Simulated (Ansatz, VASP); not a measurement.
N in VASP and in Ansatz

```
N
1.0
     5.76198    0.00000    0.00000
     0.00000    5.76198    0.00000
     0.00000    0.00000    5.64900
N
4
Direct
  0.03000 0.03000 0.03000
  0.47000 0.97000 0.53000
  0.53000 0.47000 0.97000
  0.97000 0.53000 0.47000
```

Change from the starting cell: equal xx and yy strain of +2 %, PAW files.

Alike in both runs: task electric field gradients; functional PBEsol; k mesh 4 × 4 × 4; occupations fermi-dirac, width 0.02 eV; no spin polarisation.

```csv
,VASP,Ansatz
version,VASP 6.6.1,Ansatz 0.2.0
potentials or method,"VASP PAW PBE potentials, release 64 (N)","PAW with Ansatz's default frozen-core files, scalar-relativistic"
plane-wave cutoff (eV),520,420
valence electrons in the cell,20,20
```

VASP gave:

```
pressure (GPa)                                                : -3.8
traceless stress, the component that is largest in VASP (GPa) : -0.10
rms of the force components (eV/Å)                            : 0.212
size of Vzz on the site where it differs most (V/Å²)          : 5.7
```

**Question.** What did Ansatz give for the same quantities?

**Answer.** Pressure (GPa): -3.7; traceless stress, the component that is largest in VASP (GPa): -0.10; rms of the force components (eV/Å): 0.213; size of Vzz on the site where it differs most (V/Å²): 5.6.

VASP's potentials were made for PBE, not for PBEsol. Atom by atom the forces differ by 0.001 eV/Å (rms over components).
